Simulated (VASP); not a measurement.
# SnPb3S4 (Pm-3m) in VASP: notebook

Runs on SnPb3S4. Level: PBE. Tasks: single point.

Program: VASP 6.6.1. These are calculated values, not measurements. Logs are shortened: lines on timing, memory, paths and dates and some standing lists are left out, and cuts for length are marked.

### Step 1. The cell of the first run

The structure is cubic, space group Pm-3m (No. 221). The conventional cell has a = 5.973 Å, b = 5.973 Å, c = 5.973 Å, α = 90.00°, β = 90.00°, γ = 90.00°. Sn (site symmetry m-3m) has 6 S at 2.99 Å within 3.9 Å. Pb (site symmetry 4/mmm) has 6 S at 2.99 Å within 3.9 Å. S (site symmetry 4/mmm) has 2 Sn at 2.99 Å and 4 Pb at 2.99 Å within 3.9 Å. S (site symmetry m-3m) has 6 Pb at 2.99 Å within 3.9 Å.

### Step 2. Single point, PBE

Contents of INCAR:

```
  ALGO = Normal
  EDIFF = 1E-7
  ENCUT = 520
  GGA = PE
  ISIF = 2
  ISMEAR = 0
  LASPH = T
  LCHARG = F
  LREAL = F
  LWAVE = F
  NBANDS = 50
  NELM = 80
  PREC = Accurate
  SIGMA = 0.1
```

Contents of KPOINTS:

```
k-points
0
Gamma
  4 4 4
```

Contents of POSCAR:

```
SnPb3S4
1.0
    5.9732223000      0.0000000000      0.0000000000
    0.0000000000      5.9732223000      0.0000000000
    0.0000000000      0.0000000000      5.9732223000
Sn Pb S
1 3 4
Direct
    0.0000000000      0.0000000000      0.0000000000
    0.5000000000      0.5000000000      0.0000000000
    0.0000000000      0.5000000000      0.5000000000
    0.5000000000      0.0000000000      0.5000000000
    0.0000000000      0.0000000000      0.5000000000
    0.5000000000      0.0000000000      0.0000000000
    0.0000000000      0.5000000000      0.0000000000
    0.5000000000      0.5000000000      0.5000000000
```

Potentials or basis: VASP PAW PBE potentials, release 64 (Sn_d, Pb_d, S).

Run with:

```
$ cat potpaw_PBE.64/Sn_d/POTCAR potpaw_PBE.64/Pb_d/POTCAR potpaw_PBE.64/S/POTCAR > POTCAR
$ mpirun -np 1 vasp_std > vasp.out
```

OUTCAR:

```text
EDIFF = 1E-7
   ENCUT = 520
   GGA = PE
   ISIF = 2
   ISMEAR = 0
   LASPH = T
   LREAL = F
   NELM = 80
   PREC = Accurate

 ion  position               nearest neighbor table
   1  0.000  0.000  0.000-   5 2.99   6 2.99   7 2.99   5 2.99   7 2.99   6 2.99
   2  0.500  0.500  0.000-   6 2.99   7 2.99   8 2.99   8 2.99   6 2.99   7 2.99
   3  0.000  0.500  0.500-   5 2.99   7 2.99   8 2.99   7 2.99   5 2.99   8 2.99
   4  0.500  0.000  0.500-   5 2.99   6 2.99   8 2.99   6 2.99   8 2.99   5 2.99
   5  0.000  0.000  0.500-   1 2.99   3 2.99   4 2.99   1 2.99   3 2.99   4 2.99
   6  0.500  0.000  0.000-   1 2.99   2 2.99   4 2.99   4 2.99   2 2.99   1 2.99
   7  0.000  0.500  0.000-   1 2.99   2 2.99   3 2.99   3 2.99   1 2.99   2 2.99
   8  0.500  0.500  0.500-   2 2.99   3 2.99   4 2.99   2 2.99   4 2.99   3 2.99

  LATTYP: Found a simple cubic cell.
 ALAT       =     5.9732223000

  Lattice vectors:

 A1 = (   5.9732223000,   0.0000000000,   0.0000000000)
 A2 = (   0.0000000000,   5.9732223000,   0.0000000000)
 A3 = (   0.0000000000,   0.0000000000,   5.9732223000)

Analysis of symmetry for initial positions (statically):
=====================================================================
 Subroutine PRICEL returns:
 Original cell was already a primitive cell.

 Routine SETGRP: Setting up the symmetry group for a
 simple cubic supercell.

 Subroutine GETGRP returns: Found 48 space group operations
 (whereof 48 operations were pure point group operations)
 out of a pool of 48 trial point group operations.

The static configuration has the point symmetry O_h .

Analysis of symmetry for dynamics (positions and initial velocities):
=====================================================================
 Subroutine PRICEL returns:
 Original cell was already a primitive cell.

 Routine SETGRP: Setting up the symmetry group for a
 simple cubic supercell.

 Subroutine GETGRP returns: Found 48 space group operations
 (whereof 48 operations were pure point group operations)
 out of a pool of 48 trial point group operations.

The dynamic configuration has the point symmetry O_h .

 Subroutine INISYM returns: Found 48 space group operations
 (whereof 48 operations are pure point group operations),
 and found     1 'primitive' translations

----------------------------------------------------------------------------------------

                                     Primitive cell

  volume of cell :     213.1209

  direct lattice vectors                    reciprocal lattice vectors
     5.973222300  0.000000000  0.000000000     0.167413826  0.000000000  0.000000000
     0.000000000  5.973222300  0.000000000     0.000000000  0.167413826  0.000000000
     0.000000000  0.000000000  5.973222300     0.000000000  0.000000000  0.167413826

  length of vectors
     5.973222300  5.973222300  5.973222300     0.167413826  0.167413826  0.167413826

  position of ions in fractional coordinates (direct lattice)
     0.000000000  0.000000000  0.000000000
     0.500000000  0.500000000  0.000000000
     0.000000000  0.500000000  0.500000000
     0.500000000  0.000000000  0.500000000
     0.000000000  0.000000000  0.500000000
     0.500000000  0.000000000  0.000000000
     0.000000000  0.500000000  0.000000000
     0.500000000  0.500000000  0.500000000

  ion indices of the primitive-cell ions
   primitive index   ion index
                 1           1
                 2           2
                 3           3
                 4           4
                 5           5
                 6           6
                 7           7
                 8           8

----------------------------------------------------------------------------------------

 KPOINTS: k-points

Automatic generation of k-mesh.
 Grid dimensions read from file:
 generate k-points for:    4    4    4

 Generating k-lattice:

  Cartesian coordinates                     Fractional coordinates (reciprocal lattice)
     0.041853457  0.000000000  0.000000000     0.250000000  0.000000000  0.000000000
     0.000000000  0.041853457  0.000000000     0.000000000  0.250000000  0.000000000
     0.000000000  0.000000000  0.041853457     0.000000000  0.000000000  0.250000000

  Length of vectors
     0.041853457  0.041853457  0.041853457

  Shift w.r.t. Gamma in fractional coordinates (k-lattice)
     0.000000000  0.000000000  0.000000000

 Subroutine IBZKPT returns following result:
 ===========================================

 Found     10 irreducible k-points:

 Following reciprocal coordinates:
            Coordinates               Weight
  0.000000  0.000000  0.000000      1.000000
  0.250000  0.000000  0.000000      6.000000
  0.500000  0.000000  0.000000      3.000000
  0.250000  0.250000  0.000000     12.000000
  0.500000  0.250000  0.000000     12.000000
  0.500000  0.500000  0.000000      3.000000
  0.250000  0.250000  0.250000      8.000000
  0.500000  0.250000  0.250000     12.000000
  0.500000  0.500000  0.250000      6.000000
  0.500000  0.500000  0.500000      1.000000
   k-points           NKPTS =     10   k-points in BZ     NKDIM =     10   number of bands    NBANDS=     50
   number of dos      NEDOS =    301   number of ions     NIONS =      8
   total plane-waves  NPLWV = 110592
   dimension x,y,z NGX =    48 NGY =   48 NGZ =   48
   dimension x,y,z NGXF=    96 NGYF=   96 NGZF=   96
   ions per type =               1   3   4
   NGX,Y,Z   is equivalent  to a cutoff of  13.36, 13.36, 13.36 a.u.
   NGXF,Y,Z  is equivalent  to a cutoff of  26.72, 26.72, 26.72 a.u.
 SYSTEM =  unknown system
   PREC   = accura    normal or accurate (medium, high low for compatibility)
   ISTART =      0    job   : 0-new  1-cont  2-samecut
   ICHARG =      2    charge: 1-file 2-atom 10-const
   ISPIN  =      1    spin polarized calculation?
   LNONCOLLINEAR =      F non collinear calculations
   LSORBIT =      F    spin-orbit coupling
   LASPH  =      T    aspherical Exc in radial PAW
   ENCUT  =  520.0 eV  38.22 Ry    6.18 a.u.  11.11 11.11 11.11*2*pi/ulx,y,z
   NELM   =     80;   NELMIN=  2; NELMDL= -5     # of ELM steps
   EDIFF  = 0.1E-06   stopping-criterion for ELM
   LREAL  =      F    real-space projection
   EDIFFG = 0.1E-05   stopping-criterion for IOM
   NSW    =      0    number of steps for IOM
   IBRION =     -1    ionic relax: 0-MD 1-quasi-New 2-CG
   NFREE  =      0    steps in history (QN), initial steepest desc. (CG)
   ISIF   =      2    stress and relaxation
   ISYM   =      2    0-nonsym 1-usesym 2-fastsym
   POTIM  = 0.5000    time-step for ionic-motion
   TEBEG  =    0.0;   TEEND  =   0.0 temperature during run
   PSTRESS=    0.0 pullay stress
   NELECT =      80.0000    total number of electrons
   NUPDOWN=      -1.0000    fix difference up-down
   EMIN   =  10.00;   EMAX   =-10.00  energy-range for DOS
   EFERMI =   0.00;   METHOD = LEGACY
   ISMEAR =     0;   SIGMA  =   0.10  broadening in eV -4-tet -1-fermi 0-gaus
   EFERMI_NEDOS =   21; number of points for ismear=-14 and -15
   IALGO  =     38    algorithm
   IMIX   =      4    mixing-type and parameters
     AMIX     =   0.40;   BMIX     =  1.00
     AMIX_MAG =   1.60;   BMIX_MAG =  1.00
  volume/ion in A,a.u.               =      26.64       179.78
  Fermi-wavevector in a.u.,A,eV,Ry     =   1.180944  2.231661 18.975091  1.394630
  Thomas-Fermi vector in A             =   2.317227
   LORBIT       =      0    0 simple, 1 ext, 2 COOP (PROOUT), +10 PAW based schemes
   GGA     = PE    functional components
   LHFCALC =     F    Hartree Fock is set to
   AEXX    =    0.0000 exact exchange contribution
   IVDW    =     0    specifies the selected vdW correction
   LEPSILON=     F    determine dielectric tensor
   LRPA    =     F    only Hartree local field effects (RPA)
 non-spin polarized calculation
 Gauss-broadening in eV      SIGMA  =   0.10
  energy-cutoff  :      520.00
  volume of cell :      213.12
 maximum number of plane-waves:      5832
 NGX is ok and might be reduce to    48
   NGX = 23   NGY = 23   NGZ = 23

 number of electron      80.0000004 magnetization

 Free energy of the ion-electron system (eV)
  ---------------------------------------------------
  ext. energy  EPLUGINS =         0.00000000
  ---------------------------------------------------
  free energy    TOTEN  =       -34.97981752 eV

  energy without entropy =      -34.97719071  energy(sigma->0) =      -34.97850412

 E-fermi :   5.8326     XC(G=0):  -9.5409

 val. band max:        5.4626270410   @ k =   0.5000   0.5000   0.5000
 cond. band min:       5.8673873343   @ k =   0.5000   0.5000   0.5000
 fundamental gap:      0.4047602932
 Fermi energy:         5.8326091837

 k-point     1 :       0.0000    0.0000    0.0000
  band No.  band energies     occupation
      1     -15.9683      2.00000
      2     -15.9683      2.00000
      3     -15.9665      2.00000
      4     -15.9665      2.00000
      5     -15.9665      2.00000
      6     -11.3996      2.00000
[... 42 lines left out ...]
     49      10.9620      0.00000
     50      11.0577      0.00000

 k-point     2 :       0.2500    0.0000    0.0000
  band No.  band energies     occupation
      1     -15.9683      2.00000
      2     -15.9672      2.00000
      3     -15.9665      2.00000
      4     -15.9665      2.00000
      5     -15.9665      2.00000
      6     -11.3795      2.00000
[... 42 lines left out ...]
     49      10.2143      0.00000
     50      10.6726      0.00000

 k-point     3 :       0.5000    0.0000    0.0000
  band No.  band energies     occupation
      1     -15.9682      2.00000
      2     -15.9665      2.00000
      3     -15.9665      2.00000
      4     -15.9665      2.00000
      5     -15.9661      2.00000
      6     -11.3606      2.00000
[... 360 lines left out ...]
     49       8.7022      0.00000
     50       8.8820      0.00000

 k-point    10 :       0.5000    0.5000    0.5000
  band No.  band energies     occupation
      1     -15.9667      2.00000
      2     -15.9667      2.00000
      3     -15.9667      2.00000
      4     -15.9650      2.00000
      5     -15.9650      2.00000
      6     -11.2942      2.00000
[... 42 lines left out ...]
     49       7.5280      0.00000
     50       7.5320      0.00000

------------------------ aborting loop because EDIFF is reached ----------------------------------------

  FORCE on cell =-STRESS in cart. coord.  units (eV):
  Direction    XX          YY          ZZ          XY          YZ          ZX
  --------------------------------------------------------------------------------------
  -------------------------------------------------------------------------------------
  Total       -0.0054403     -0.0054403     -0.0054403     -0.0000000      0.0000000     -0.0000000
  in kB       -0.0408987     -0.0408987     -0.0408987     -0.0000000      0.0000000     -0.0000000
  external PRESSURE =      -0.0408987 kB  Pullay stress =       0.0000000 kB

 VOLUME and BASIS-vectors are now :
 -----------------------------------------------------------------------------
  energy-cutoff  :      520.00
  volume of cell :      213.12
      direct lattice vectors                 reciprocal lattice vectors
     5.973222300  0.000000000  0.000000000     0.167413826  0.000000000  0.000000000
     0.000000000  5.973222300  0.000000000     0.000000000  0.167413826  0.000000000
     0.000000000  0.000000000  5.973222300     0.000000000  0.000000000  0.167413826

 POSITION                                       TOTAL-FORCE (eV/Angst)
 -----------------------------------------------------------------------------------
      0.00000      0.00000      0.00000         0.000000      0.000000      0.000000
      2.98661      2.98661      0.00000         0.000000      0.000000      0.000000
      0.00000      2.98661      2.98661         0.000000      0.000000      0.000000
      2.98661      0.00000      2.98661         0.000000      0.000000      0.000000
      0.00000      0.00000      2.98661         0.000000      0.000000      0.000000
      2.98661      0.00000      0.00000         0.000000      0.000000      0.000000
      0.00000      2.98661      0.00000         0.000000      0.000000      0.000000
      2.98661      2.98661      2.98661         0.000000      0.000000      0.000000
 -----------------------------------------------------------------------------------
    total drift:                                0.000000      0.000000     -0.000000

  FREE ENERGIE OF THE ION-ELECTRON SYSTEM (eV)
  ---------------------------------------------------
  free  energy   TOTEN  =       -34.9798175237 eV

  energy  without entropy=      -34.9771907096  energy(sigma->0) =      -34.97850412
```

Run time: 66 s. Hardware: 1 thread of Intel Xeon 6975P-C (Granite Rapids), shared host; peak memory 0.37 GiB.

Results:

* Free energy: -34.9798 eV
* Pressure: 0.0 GPa
* Band gap on the k mesh: zero (filled and empty bands touch)

Caveat: semilocal functionals underestimate gaps, so a narrow gap can read as zero; spin-orbit coupling is left out, which moves the levels of the heavy elements.

### Step 3. Single point, PBE

Contents of INCAR:

```
SYSTEM = SnPb3S4
PREC     = Accurate       ! precision mode
ENCUT    = 520            ! plane-wave cutoff, eV
EDIFF    = 1E-6           ! SCF threshold, eV
ISMEAR   = 0              ! smearing method
SIGMA    = 0.2            ! smearing width, eV
LREAL    = .False.        ! projectors in reciprocal space
LASPH    = .True.         ! aspherical terms in the spheres
NELM     = 80             ! most SCF steps
ALGO     = Normal         ! electronic algorithm
ISIF     = 2              ! what is computed and relaxed
LWAVE    = .False.        ! write WAVECAR
LCHARG   = .True.         ! write CHGCAR
GGA      = PE             ! functional
LELF     = .True.         ! ELF
LVHAR    = .True.       
NBANDS   = 50             ! bands
```

Contents of KPOINTS:

```
Automatic mesh
0
Gamma
  4 4 4
  0 0 0
```

POSCAR is that of step 2.

Potentials or basis: VASP PAW PBE potentials, release 64 (Sn_d, Pb_d, S).

Run with:

```
$ cat potpaw_PBE.64/Sn_d/POTCAR potpaw_PBE.64/Pb_d/POTCAR potpaw_PBE.64/S/POTCAR > POTCAR
$ mpirun -np 1 vasp_std > vasp.out
```

It took 52 s on 1 thread of Intel Xeon 6975P-C (Granite Rapids), shared host; peak memory 0.36 GiB.

The run converged. Its results:

* Free energy: -34.9826 eV
* Pressure: 0.0 GPa
* Band gap on the k mesh: zero (filled and empty bands touch)

Levels at points of the mesh, in eV from the Fermi level:
```csv
k point,band 38,band 39,band 40,band 41,band 42,band 43
"(0.00, 0.00, 0.00)",-2.36,-2.36,-2.36,3.56,3.56,3.56
"(0.50, 0.00, 0.00)",-1.85,-1.28,-1.18,1.68,1.93,2.09
"(0.50, 0.50, 0.00)",-1.07,-1.07,-0.69,1.05,1.05,1.18
"(0.50, 0.50, 0.50)",-0.33,-0.33,0.08,0.08,0.08,0.15
```

Caveat: semilocal functionals underestimate gaps, so a narrow gap can read as zero; spin-orbit coupling is left out, which moves the levels of the heavy elements.

(Continued in part 2 of 2.)
